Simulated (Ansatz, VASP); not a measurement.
One calculation of As, two programs

```
As
1.0
     2.88660    0.00000    0.00000
     0.00000    2.88660    0.00000
     0.00000    0.00000    2.88660
As
1
Direct
  0.00000 0.00000 0.00000
```

Alike in both runs: task single point; functional BLYP; k mesh 13 × 13 × 13; occupations fermi-dirac, width 0.1 eV; no spin polarisation.

|  | VASP | Ansatz |
| --- | --- | --- |
| version | VASP 6.6.1 | Ansatz 0.2.0 |
| potentials or method | VASP PAW PBE potentials, release 64 (As), cutoff 520 eV | plane waves (420 eV) with PAW, scalar-relativistic |
| valence electrons in the cell | 5 | 15 |

Ansatz gave:

```
pressure (GPa) : -4.4
```

Problem. Estimate VASP's values.

Solution. Pressure (GPa): -4.2.

VASP's potentials were made for PBE, not for BLYP. With one functional, cell and mesh, what is left measures potentials, basis and numerics. VASP's potentials hold 5 valence electrons a cell and Ansatz's 15, so a difference there can come from the potentials and not from the codes.
